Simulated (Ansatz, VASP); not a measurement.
# One calculation of HfO2, two programs

Contents of INCAR:

```
PREC = Accurate
ENCUT = 520
EDIFF = 1E-6
ISMEAR = -1
SIGMA = 0.08
LREAL = F
LASPH = T
NELM = 60
ALGO = Normal
ISIF = 2
LWAVE = F
LCHARG = F
GGA = PE
NBANDS = 18
```

File KPOINTS:

```
Automatic mesh
0
Gamma
  13 13 7
```

POSCAR

```
HfO2
1.0
    3.2453271241      0.0000000000      0.0000000000
   -1.6226635620      2.8105357331      0.0000000000
    0.0000000000      0.0000000000      4.9313101828
Hf O
1 2
Direct
    0.0000000000      0.0000000000      0.0000000000
    0.3333333333      0.6666666667      0.1969770759
    0.6666666667      0.3333333333      0.8030229241
```

Input for Ansatz:

```yaml
crystal:
  lattice:
    - [3.2453271241, 0.0, 0.0]
    - [-1.622663562, 2.8105357331, 0.0]
    - [0.0, 0.0, 4.9313101828]
  atoms:
    - { symbol: Hf, position: [0.0, 0.0, 0.0] }
    - { symbol: O, position: [0.3333333333, 0.6666666667, 0.1969770759] }
    - { symbol: O, position: [0.6666666667, 0.3333333333, 0.8030229241] }
kpoints:
  mp_grid: { grid: [13, 13, 7] }
scf:
  occupations: { method: fermi_dirac, width: 0.08 }
hamiltonian:
  xc: pbe
  pseudopotentials: { kind: all_electron, lapw: { basis_error: 0.001 } }
output:
  forces: true
  stress: true
  eigenvalues: true
  populations: true
```

Change from the starting cell: volume scaled by 0.88, LAPW.

Alike in both runs: task single point; functional PBE; k mesh 13 × 13 × 7; occupations fermi-dirac, width 0.08 eV; no spin polarisation.

|  | VASP | Ansatz |
| --- | --- | --- |
| version | VASP 6.6.1 | Ansatz 0.2.0 |
| potentials or method | VASP PAW PBE potentials, release 64 (Hf_pv, O), cutoff 520 eV | all-electron LAPW, scalar-relativistic |

Ansatz gave:

```
gap on the k mesh at the Fermi level (eV)                     : 4.64
pressure (GPa)                                                : 1.1
traceless stress, the component that is largest in VASP (GPa) : -0.06
rms of the force components (eV/Å)                            : 0.000
```

Question: Estimate VASP's values.

Answer: gap on the k mesh at the Fermi level (eV): 4.65; pressure (GPa): -1.3; traceless stress, the component that is largest in VASP (GPa): 0.77; rms of the force components (eV/Å): 0.096.

Atom by atom the forces differ by 0.096 eV/Å (rms over components). Ansatz ran all-electron here, and VASP with PAW potentials.

Neither program's run includes spin-orbit coupling.
